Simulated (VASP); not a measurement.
Here is a VASP 6.6.1 calculation.

Contents of POSCAR:

```
InPd
1.0
    0.0000000000      2.7063565545      2.7063565545
    2.7063565545      0.0000000000      2.7063565545
    2.7063565545      2.7063565545      0.0000000000
In Pd
1 1
Direct
    0.0000000000      0.0000000000      0.0000000000
    0.5000000000      0.5000000000      0.5000000000
```

Contents of INCAR.step1:

```
SYSTEM = InPd
ALGO = Normal
EDIFF = 1E-5
ENCUT = 520
GGA = PE
ISIF = 2
ISMEAR = -1
LASPH = .True.
LREAL = .False.
LWAVE = .True.
NBANDS = 18
NELM = 60
PREC = Accurate
SIGMA = 0.05
```

File INCAR.step2:

```
SYSTEM = InPd
ALGO = Normal
EDIFF = 1E-6
ENCUT = 520
GGA = PE
HFSCREEN = 0.2079
ISIF = 2
ISMEAR = -1
ISTART = 1
LASPH = .True.
LCHARG = .True.
LELF = .True.
LHFCALC = .True.
LREAL = .False.
LVHAR = .True.
LWAVE = .False.
NBANDS = 18
NELM = 60
PREC = Accurate
PRECFOCK = Normal
SIGMA = 0.05
```

File KPOINTS:

```
k-points
0
Gamma
  4 4 4
  0 0 0
```

Potentials or basis: VASP PAW PBE potentials, release 64 (In_d, Pd).

Launch:

```console
$ cat potpaw_PBE.64/In_d/POTCAR potpaw_PBE.64/Pd/POTCAR > POTCAR
$ cp INCAR.step1 INCAR
$ mpirun -np 1 vasp_std > vasp.out
$ cp INCAR.step2 INCAR
$ mpirun -np 1 vasp_std > vasp.out
```

(1) Predict the pressure.

(2) Predict the band gap on the k mesh.

## Answers

(1) 0.2 GPa.

(2) zero (an odd number of electrons rules out a gap without spin polarisation).

Caveat: the k points lie up to 0.50 Å⁻¹ apart, too coarse for converged energies and pressures of a metal; the PAW data sets were made with another functional, which shifts forces and pressure a little; spin-orbit coupling is left out, which moves the levels of the heavy elements.
